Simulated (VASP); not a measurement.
Here is a VASP 6.6.1 calculation.

Contents of INCAR:

```
SYSTEM = La2LuN3
ALGO     = Normal         ! electronic algorithm
EDIFF    = 1E-7           ! SCF threshold, eV
ENCUT    = 520            ! plane-wave cutoff, eV
GGA      = PE             ! functional
ISIF     = 2              ! what is computed and relaxed
ISMEAR   = 0              ! smearing method
LASPH    = .True.         ! aspherical terms in the spheres
LCHARG   = .False.        ! write CHGCAR
LREAL    = .False.        ! projectors in reciprocal space
LWAVE    = .False.        ! write WAVECAR
NBANDS   = 40             ! bands
NELM     = 80             ! most SCF steps
PREC     = Accurate       ! precision mode
SIGMA    = 0.1            ! smearing width, eV
```

KPOINTS

```
k-points
0
Gamma
  4 4 6
  0 0 0
```

Contents of POSCAR:

```
La2LuN3
1.0
    2.2595617821     -7.8781063135      0.0000000000
    2.2595617821      7.8781063135      0.0000000000
    0.0000000000      0.0000000000      3.5566300341
La Lu N
2 1 3
Direct
    0.1663617510      0.8336382490      0.0000000000
    0.8336382490      0.1663617510      0.0000000000
    0.5000000000      0.5000000000      0.0000000000
    0.0000000000      0.0000000000      0.0000000000
    0.5000000000      0.0000000000      0.5000000000
    0.0000000000      0.5000000000      0.5000000000
```

Potentials or basis: VASP PAW PBE potentials, release 64 (La, Lu, N).

Run with:

```bash
$ cat potpaw_PBE.64/La/POTCAR potpaw_PBE.64/Lu/POTCAR potpaw_PBE.64/N/POTCAR > POTCAR
$ mpirun -np 1 vasp_std > vasp.out
```

Problem. What does it give for the band gap on the k mesh?

Solution. Zero (band 31 reaches 5.78 eV, above the bottom of band 32 at 4.74 eV).

Problem. What does it give for the pressure?

Solution. 0.1 GPa.

Stress tensor (GPa, compression positive):
```
 0.23  0.00  0.00
 0.00  0.17  0.00
 0.00  0.00 -0.12
```

Caveat: the k points lie up to 0.36 Å⁻¹ apart; spin-orbit coupling is left out, which moves the levels of the heavy elements.
